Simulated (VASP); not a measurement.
# MnCo in VASP: a series of runs, part 2 of 2

VASP 6.6.1. The steps go on from the part before.

## Step 5: Single point, LDA, collinear spin, ferromagnetic start

INCAR

```
SYSTEM = MnCo
PREC = Accurate
ENCUT = 600
EDIFF = 1E-6
ISMEAR = -1
SIGMA = 0.05
LREAL = .FALSE.
LASPH = .TRUE.
NELM = 200
ALGO = Normal
ISIF = 2
LWAVE = .FALSE.
LCHARG = .FALSE.
ISPIN = 2
MAGMOM = 4 2.5
LORBIT = 11
LMAXMIX = 4
GGA = CA
NBANDS = 22
GGA_COMPAT = .FALSE.
```

KPOINTS

```
regular mesh
0
G
  12 12 12
  0 0 0
```

POSCAR

```
MnCo
1.0
    2.8536000000     -0.0142680000     -0.0142680000
   -0.0142680000      2.8536000000     -0.0142680000
   -0.0142680000     -0.0142680000      2.8536000000
Mn Co
1 1
Direct
    0.0000000000      0.0000000000      0.0000000000
    0.5000000000      0.5000000000      0.5000000000
```

Potentials or basis: VASP PAW LDA potentials, release 64 (Mn_pv, Co).

Command:

```bash
cat potpaw_LDA.64/Mn_pv/POTCAR potpaw_LDA.64/Co/POTCAR > POTCAR
mpirun -np 1 vasp_std > vasp.out
```

OUTCAR:

```text
SYSTEM = MnCo
   PREC = Accurate
   ENCUT = 600
   EDIFF = 1E-6
   ISMEAR = -1
   LREAL = .FALSE.
   LASPH = .TRUE.
   NELM = 200
   ISIF = 2
   ISPIN = 2
   LORBIT = 11
   GGA = CA

 ion  position               nearest neighbor table
   1  0.000  0.000  0.000-   2 2.45   2 2.45   2 2.48   2 2.48   2 2.48   2 2.48   2 2.48   2 2.48

   2  0.500  0.500  0.500-   1 2.45   1 2.45   1 2.48   1 2.48   1 2.48   1 2.48   1 2.48   1 2.48

  LATTYP: Found a trigonal (rhomboedric) cell.
 ALAT       =     2.8536713391
 COS(alpha) =    -0.0099745013

  Lattice vectors:

 A1 = (   2.8536000000,  -0.0142680000,  -0.0142680000)
 A2 = (  -0.0142680000,   2.8536000000,  -0.0142680000)
 A3 = (  -0.0142680000,  -0.0142680000,   2.8536000000)

Analysis of symmetry for initial positions (statically):
=====================================================================
 Subroutine PRICEL returns:
 Original cell was already a primitive cell.

 Routine SETGRP: Setting up the symmetry group for a
 trigonal (rhombohedral) supercell.

 Subroutine GETGRP returns: Found 12 space group operations
 (whereof 12 operations were pure point group operations)
 out of a pool of 12 trial point group operations.

The static configuration has the point symmetry D_3d.

Analysis of symmetry for dynamics (positions and initial velocities):
=====================================================================
 Subroutine PRICEL returns:
 Original cell was already a primitive cell.

 Routine SETGRP: Setting up the symmetry group for a
 trigonal (rhombohedral) supercell.

 Subroutine GETGRP returns: Found 12 space group operations
 (whereof 12 operations were pure point group operations)
 out of a pool of 12 trial point group operations.

The dynamic configuration has the point symmetry D_3d.

Analysis of structural, dynamic, and magnetic symmetry:
=====================================================================
 Subroutine PRICEL returns:
 Original cell was already a primitive cell.

 Routine SETGRP: Setting up the symmetry group for a
 trigonal (rhombohedral) supercell.

 Subroutine GETGRP returns: Found 12 space group operations
 (whereof 12 operations were pure point group operations)
 out of a pool of 12 trial point group operations.

The overall configuration has the point symmetry D_3d.

 Subroutine INISYM returns: Found 12 space group operations
 (whereof 12 operations are pure point group operations),
 and found     1 'primitive' translations

----------------------------------------------------------------------------------------

                                     Primitive cell

  volume of cell :      23.2352

  direct lattice vectors                    reciprocal lattice vectors
     2.853600000 -0.014268000 -0.014268000     0.350452149  0.001761066  0.001761066
    -0.014268000  2.853600000 -0.014268000     0.001761066  0.350452149  0.001761066
    -0.014268000 -0.014268000  2.853600000     0.001761066  0.001761066  0.350452149

  length of vectors
     2.853671339  2.853671339  2.853671339     0.350460999  0.350460999  0.350460999

  position of ions in fractional coordinates (direct lattice)
[... 69 lines left out ...]
 SYSTEM =  MnCo
   PREC   = accura    normal or accurate (medium, high low for compatibility)
   ISTART =      0    job   : 0-new  1-cont  2-samecut
   ICHARG =      2    charge: 1-file 2-atom 10-const
   ISPIN  =      2    spin polarized calculation?
   LNONCOLLINEAR =      F non collinear calculations
   LSORBIT =      F    spin-orbit coupling
   LASPH  =      T    aspherical Exc in radial PAW
   ENCUT  =  600.0 eV  44.10 Ry    6.64 a.u.   5.70  5.70  5.70*2*pi/ulx,y,z
   NELM   =    200;   NELMIN=  2; NELMDL= -5     # of ELM steps
   EDIFF  = 0.1E-05   stopping-criterion for ELM
   LREAL  =      F    real-space projection
   EDIFFG = 0.1E-04   stopping-criterion for IOM
   NSW    =      0    number of steps for IOM
   IBRION =     -1    ionic relax: 0-MD 1-quasi-New 2-CG
   NFREE  =      0    steps in history (QN), initial steepest desc. (CG)
   ISIF   =      2    stress and relaxation
   ISYM   =      2    0-nonsym 1-usesym 2-fastsym
   POTIM  = 0.5000    time-step for ionic-motion
   TEBEG  =    0.0;   TEEND  =   0.0 temperature during run
   PSTRESS=    0.0 pullay stress
   NELECT =      22.0000    total number of electrons
   NUPDOWN=      -1.0000    fix difference up-down
   EMIN   =  10.00;   EMAX   =-10.00  energy-range for DOS
   EFERMI =   0.00;   METHOD = LEGACY
   ISMEAR =    -1;   SIGMA  =   0.05  broadening in eV -4-tet -1-fermi 0-gaus
   EFERMI_NEDOS =   21; number of points for ismear=-14 and -15
   IALGO  =     38    algorithm
   IMIX   =      4    mixing-type and parameters
     AMIX     =   0.40;   BMIX     =  1.00
     AMIX_MAG =   1.60;   BMIX_MAG =  1.00
  volume/ion in A,a.u.               =      11.62        78.40
  Fermi-wavevector in a.u.,A,eV,Ry     =   1.607559  3.037846 35.160790  2.584245
  Thomas-Fermi vector in A             =   2.703568
   LORBIT       =     11    0 simple, 1 ext, 2 COOP (PROOUT), +10 PAW based schemes
   GGA     = CA    functional components
   LHFCALC =     F    Hartree Fock is set to
   AEXX    =    0.0000 exact exchange contribution
   IVDW    =     0    specifies the selected vdW correction
   LEPSILON=     F    determine dielectric tensor
   LRPA    =     F    only Hartree local field effects (RPA)
 spin polarized calculation
  energy-cutoff  :      600.00
  volume of cell :       23.24
 maximum number of plane-waves:       791
   NGX = 11   NGY = 11   NGZ = 11

 number of electron      22.0000003 magnetization       3.9865960

 Free energy of the ion-electron system (eV)
  ---------------------------------------------------
  ext. energy  EPLUGINS =         0.00000000
  ---------------------------------------------------
  free energy    TOTEN  =       -17.84972763 eV

  energy without entropy =      -17.83431808  energy(sigma->0) =      -17.84202286

 E-fermi :   9.2736     XC(G=0): -13.5973

 val. band max:        9.2712089021   @ k =   0.5000   0.0833   0.0833
 cond. band min:       9.2843564678   @ k =  -0.3333   0.3333   0.0833
 fundamental gap:      0.0131475657
 Fermi energy:         9.2736375954

 spin component 1

 k-point     1 :       0.0000    0.0000    0.0000
  band No.  band energies     occupation
      1     -39.3278      1.00000
      2     -39.3224      1.00000
      3     -39.3224      1.00000
      4       0.7222      1.00000
      5       4.5681      1.00000
      6       4.5681      1.00000
[... 589 lines left out ...]
     21      28.5070      0.00000
     22      31.1366      0.00000

 [... further k-points ...]

 spin component 2

 k-point     1 :       0.0000    0.0000    0.0000
  band No.  band energies     occupation
      1     -36.6451      1.00000
      2     -36.6266      1.00000
      3     -36.6266      1.00000
      4       1.1456      1.00000
      5       5.9763      1.00000
      6       5.9763      1.00000
[... 589 lines left out ...]
     21      29.1809      0.00000
     22      31.7315      0.00000

 [... further k-points ...]

------------------------ aborting loop because EDIFF is reached ----------------------------------------

  FORCE on cell =-STRESS in cart. coord.  units (eV):
  Direction    XX          YY          ZZ          XY          YZ          ZX
  --------------------------------------------------------------------------------------
  -------------------------------------------------------------------------------------
  Total       -2.5438654     -2.5438654     -2.5438654      0.1705720      0.1705720      0.1705720
  in kB     -175.4115187   -175.4115187   -175.4115187     11.7617415     11.7617415     11.7617415
  external PRESSURE =    -175.4115187 kB  Pullay stress =       0.0000000 kB

 VOLUME and BASIS-vectors are now :
 -----------------------------------------------------------------------------
  energy-cutoff  :      600.00
  volume of cell :       23.24
      direct lattice vectors                 reciprocal lattice vectors
     2.853600000 -0.014268000 -0.014268000     0.350452149  0.001761066  0.001761066
    -0.014268000  2.853600000 -0.014268000     0.001761066  0.350452149  0.001761066
    -0.014268000 -0.014268000  2.853600000     0.001761066  0.001761066  0.350452149

 POSITION                                       TOTAL-FORCE (eV/Angst)
 -----------------------------------------------------------------------------------
      0.00000      0.00000      0.00000        -0.000000     -0.000000      0.000000
      1.41253      1.41253      1.41253         0.000000      0.000000     -0.000000
 -----------------------------------------------------------------------------------
    total drift:                                0.000000      0.000000     -0.000000

  FREE ENERGIE OF THE ION-ELECTRON SYSTEM (eV)
  ---------------------------------------------------
  free  energy   TOTEN  =       -17.8497276280 eV

  energy  without entropy=      -17.8343180838  energy(sigma->0) =      -17.84202286

 total charge

# of ion       s       p       d       tot
------------------------------------------
    1        0.367   6.323   5.050  11.740
    2        0.498   0.503   7.303   8.303
--------------------------------------------------
tot          0.865   6.826  12.352  20.043

 magnetization (x)

# of ion       s       p       d       tot
------------------------------------------
    1       -0.000  -0.006   2.699   2.693
    2       -0.007  -0.014   1.253   1.233
--------------------------------------------------
tot         -0.007  -0.020   3.952   3.926
```

Run time: 4.5 min. Hardware: 1 thread of Oxide Virtual Turin-like, shared host; peak memory 0.25 GiB.

Results:

| Property | Result |
| --- | --- |
| Free energy | -17.8497 eV |
| Pressure | -17.5 GPa |
| Band gap on the k mesh | zero (filled and empty bands overlap) |
| Net moment | 3.99 μB per cell |
| Site moments | Mn +2.69; Co +1.23 μB |
| Valence electrons inside the program's atomic spheres | Mn 11.74; Co 8.30 |

Caveat: the cell stands under tension.

## Step 6: The runs side by side

| cell | gap on the mesh (eV) | pressure (GPa) | moment (μB) |
| --- | --- | --- | --- |
| a = 2.854 Å, 2 atoms | none | -17.6 | 3.99 |
| a = 2.854 Å, angles 91.7°, 2 atoms | none | -17.1 | 3.99 |
| a = 2.854 Å, angles 91.1°, 2 atoms | none | -17.4 | 3.99 |
| a = 2.854 Å, angles 90.6°, 2 atoms | none | -17.5 | 3.99 |

Alike in all rows: task single point; level LDA; potentials or basis VASP PAW LDA potentials, release 64 (Mn_pv, Co); spin collinear, ferromagnetic start; k mesh 12 × 12 × 12; cutoff (eV) 600; smearing fermi-dirac 0.05 eV.

Caveats: the cell stands under tension.

Total energies depend on the potentials used, so only differences within one code and one set of settings carry meaning.
